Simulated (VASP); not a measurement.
# AlN (P6_3mc) in VASP: a series of runs

Runs on AlN. Level: PBE. Tasks: single point.

Everything below comes from runs of VASP 6.6.1. Logs are shortened: lines on timing, memory, paths and dates and some standing lists are left out, and cuts for length are marked.

## (1) The cell of the first run

It takes space group P6_3mc (No. 186, hexagonal). The conventional cell has a = 3.341 Å, b = 3.341 Å, c = 4.222 Å, α = 90.00°, β = 90.00°, γ = 120.00°. Al (site symmetry 3m) has 5 N at 1.92 to 2.30 Å within 2.5 Å. Within 2.5 Å of N (site symmetry 3m) lie 5 Al at 1.92 to 2.30 Å.

## (2) Single point, PBE

File INCAR:

```
SYSTEM = AlN
ALGO = Normal
EDIFF = 1E-7
ENCUT = 520
GGA = PE
ISIF = 2
ISMEAR = 0
LASPH = .True.
LCHARG = .True.
LELF = .True.
LREAL = .False.
LVHAR = .True.
LWAVE = .False.
NBANDS = 16
NELM = 80
PREC = Accurate
SIGMA = 0.05
```

File KPOINTS:

```
k-points
0
Gamma
  9 9 6
  0 0 0
```

File POSCAR:

```
AlN
1.0
    3.3409812192      0.0000000000      0.0000000000
   -1.6704906096      2.8933746094      0.0000000000
    0.0000000000      0.0000000000      4.2223472407
Al N
2 2
Direct
    0.3333333333      0.6666666667      0.7652730210
    0.6666666667      0.3333333333      0.2652730210
    0.3333333333      0.6666666667      0.2205797385
    0.6666666667      0.3333333333      0.7205797385
```

Potentials or basis: VASP PAW PBE potentials, release 64 (Al, N).

Launch:

```
$ cat potpaw_PBE.64/Al/POTCAR potpaw_PBE.64/N/POTCAR > POTCAR
$ mpirun -np 1 vasp_std > vasp.out
```

OUTCAR:

```text
SYSTEM = AlN
   EDIFF = 1E-7
   ENCUT = 520
   GGA = PE
   ISIF = 2
   ISMEAR = 0
   LASPH = .True.
   LREAL = .False.
   NELM = 80
   PREC = Accurate

 ion  position               nearest neighbor table
   1  0.333  0.667  0.765-   3 1.92   4 1.94   4 1.94   4 1.94   3 2.30   2 2.86   2 2.86   2 2.86
                             2 2.86   2 2.86   2 2.86
   2  0.667  0.333  0.265-   4 1.92   3 1.94   3 1.94   3 1.94   4 2.30   1 2.86   1 2.86   1 2.86
                             1 2.86   1 2.86   1 2.86
   3  0.333  0.667  0.221-   1 1.92   2 1.94   2 1.94   2 1.94   1 2.30
   4  0.667  0.333  0.721-   2 1.92   1 1.94   1 1.94   1 1.94   2 2.30

  LATTYP: Found a hexagonal cell.
 ALAT       =     3.3409812192
 C/A-ratio  =     1.2638045423

  Lattice vectors:

 A1 = (   3.3409812192,   0.0000000000,   0.0000000000)
 A2 = (  -1.6704906096,   2.8933746094,   0.0000000000)
 A3 = (   0.0000000000,   0.0000000000,   4.2223472407)

Analysis of symmetry for initial positions (statically):
=====================================================================
 Subroutine PRICEL returns:
 Original cell was already a primitive cell.

 Routine SETGRP: Setting up the symmetry group for a
 hexagonal supercell.

 Subroutine GETGRP returns: Found 12 space group operations
 (whereof  6 operations were pure point group operations)
 out of a pool of 24 trial point group operations.

The static configuration has the point symmetry C_3v.
 The point group associated with its full space group is C_6v.

Analysis of symmetry for dynamics (positions and initial velocities):
=====================================================================
 Subroutine PRICEL returns:
 Original cell was already a primitive cell.

 Routine SETGRP: Setting up the symmetry group for a
 hexagonal supercell.

 Subroutine GETGRP returns: Found 12 space group operations
 (whereof  6 operations were pure point group operations)
 out of a pool of 24 trial point group operations.

The dynamic configuration has the point symmetry C_3v.
 The point group associated with its full space group is C_6v.

 Subroutine INISYM returns: Found 12 space group operations
 (whereof  6 operations are pure point group operations),
 and found     1 'primitive' translations

----------------------------------------------------------------------------------------

                                     Primitive cell

  volume of cell :      40.8162

[... 90 lines left out ...]
   ENCUT  =  520.0 eV  38.22 Ry    6.18 a.u.   6.21  6.21  7.85*2*pi/ulx,y,z
   NELM   =     80;   NELMIN=  2; NELMDL= -5     # of ELM steps
   EDIFF  = 0.1E-06   stopping-criterion for ELM
   LREAL  =      F    real-space projection
   EDIFFG = 0.1E-05   stopping-criterion for IOM
   NSW    =      0    number of steps for IOM
   IBRION =     -1    ionic relax: 0-MD 1-quasi-New 2-CG
   NFREE  =      0    steps in history (QN), initial steepest desc. (CG)
   ISIF   =      2    stress and relaxation
   ISYM   =      2    0-nonsym 1-usesym 2-fastsym
   POTIM  = 0.5000    time-step for ionic-motion
   TEBEG  =    0.0;   TEEND  =   0.0 temperature during run
   PSTRESS=    0.0 pullay stress
   NELECT =      16.0000    total number of electrons
   NUPDOWN=      -1.0000    fix difference up-down
   EMIN   =  10.00;   EMAX   =-10.00  energy-range for DOS
   EFERMI =   0.00;   METHOD = LEGACY
   ISMEAR =     0;   SIGMA  =   0.05  broadening in eV -4-tet -1-fermi 0-gaus
   EFERMI_NEDOS =   21; number of points for ismear=-14 and -15
   IALGO  =     38    algorithm
   IMIX   =      4    mixing-type and parameters
     AMIX     =   0.40;   BMIX     =  1.00
     AMIX_MAG =   1.60;   BMIX_MAG =  1.00
  volume/ion in A,a.u.               =      10.20        68.86
  Fermi-wavevector in a.u.,A,eV,Ry     =   1.198130  2.264137 19.531374  1.435515
  Thomas-Fermi vector in A             =   2.334027
   LORBIT       =      0    0 simple, 1 ext, 2 COOP (PROOUT), +10 PAW based schemes
   GGA     = PE    functional components
   LHFCALC =     F    Hartree Fock is set to
   AEXX    =    0.0000 exact exchange contribution
   IVDW    =     0    specifies the selected vdW correction
   LEPSILON=     F    determine dielectric tensor
   LRPA    =     F    only Hartree local field effects (RPA)
 non-spin polarized calculation
 Gauss-broadening in eV      SIGMA  =   0.05
  energy-cutoff  :      520.00
  volume of cell :       40.82
 maximum number of plane-waves:      1109
 NGX is ok and might be reduce to    28
   NGX = 13   NGY = 13   NGZ = 15

 number of electron      15.9999999 magnetization

 Free energy of the ion-electron system (eV)
  ---------------------------------------------------
  ext. energy  EPLUGINS =         0.00000000
  ---------------------------------------------------
  free energy    TOTEN  =       -29.24290535 eV

  energy without entropy =      -29.24290535  energy(sigma->0) =      -29.24290535

 E-fermi :   7.6872     XC(G=0): -11.0363

 val. band max:        7.4712532688   @ k =   0.0000   0.0000   0.0000
 cond. band min:      10.7024652780   @ k =   0.0000   0.0000   0.0000
 fundamental gap:      3.2312120092
 Fermi energy:         7.6871527038

 k-point     1 :       0.0000    0.0000    0.0000
  band No.  band energies     occupation
      1      -8.9428      2.00000
      2      -5.4880      2.00000
      3       0.9795      2.00000
      4       4.4804      2.00000
      5       4.4804      2.00000
      6       6.1024      2.00000
[... 433 lines left out ...]
      3       1.3105      2.00000
      4       2.1680      2.00000
      5       2.1680      2.00000
      6       4.7103      2.00000
[... 8 lines left out ...]
     15      18.8814      0.00000
     16      20.4887      0.00000

 [... further k-points ...]
[... 5 lines left out ...]
  --------------------------------------------------------------------------------------
  -------------------------------------------------------------------------------------
  Total       -1.8458858     -1.8458858      2.0452563      0.0000000      0.0000000      0.0000000
  in kB      -72.4574026    -72.4574026     80.2833845      0.0000000      0.0000000      0.0000000
  external PRESSURE =     -21.5438069 kB  Pullay stress =       0.0000000 kB

 VOLUME and BASIS-vectors are now :
 -----------------------------------------------------------------------------
  energy-cutoff  :      520.00
  volume of cell :       40.82
      direct lattice vectors                 reciprocal lattice vectors
     3.340981219  0.000000000  0.000000000     0.299313266  0.172808595  0.000000000
    -1.670490610  2.893374609  0.000000000     0.000000000  0.345617189  0.000000000
     0.000000000  0.000000000  4.222347241     0.000000000  0.000000000  0.236835093

 POSITION                                       TOTAL-FORCE (eV/Angst)
 -----------------------------------------------------------------------------------
     -0.00000      1.92892      3.23125         0.000000      0.000000     -0.476814
      1.67049      0.96446      1.12007        -0.000000     -0.000000     -0.476814
     -0.00000      1.92892      0.93136        -0.000000     -0.000000      0.476814
      1.67049      0.96446      3.04254         0.000000      0.000000      0.476814
 -----------------------------------------------------------------------------------
    total drift:                               -0.000000      0.000000      0.000400

  FREE ENERGIE OF THE ION-ELECTRON SYSTEM (eV)
  ---------------------------------------------------
  free  energy   TOTEN  =       -29.2429053472 eV

  energy  without entropy=      -29.2429053472  energy(sigma->0) =      -29.24290535
```

stdout:

```text
POSCAR found type information on POSCAR AlN
 POSCAR found :  2 types and       4 ions
 scaLAPACK will be used
 LDA part: xc-table for (Slater+PW92), standard interpolation
 POSCAR, INCAR and KPOINTS ok, starting setup
 FFT: planning ... GRIDC
 FFT: planning ... GRID_SOFT
 FFT: planning ... GRID
 WAVECAR not read
 entering main loop
```

Wall time 62 s (1 thread of AMD EPYC 7R43 (Zen 3), shared host); peak memory 0.13 GiB.

What came out:

```
Free energy            : -29.2429 eV
Pressure               : -2.2 GPa
Largest force          : 0.477 eV/Å
Band gap on the k mesh : 3.23 eV, direct
```

Forces on the atoms (eV/Å):
```
Al   0.000  0.000 -0.477
Al   0.000  0.000 -0.477
N    0.000  0.000  0.477
N    0.000  0.000  0.477
```

Levels at points of the mesh, in eV from the valence-band top:
```csv
k point,band 5,band 6,band 7,band 8,band 9,band 10,band 11,band 12
"(0.00, 0.00, 0.00)",-2.99,-1.37,-1.37,0.00,3.23,4.31,8.30,8.30
"(0.00, 0.00, 0.50)",-2.22,-2.22,-2.22,-2.22,5.53,5.53,8.50,8.50
```

[end of part 1 of 2]
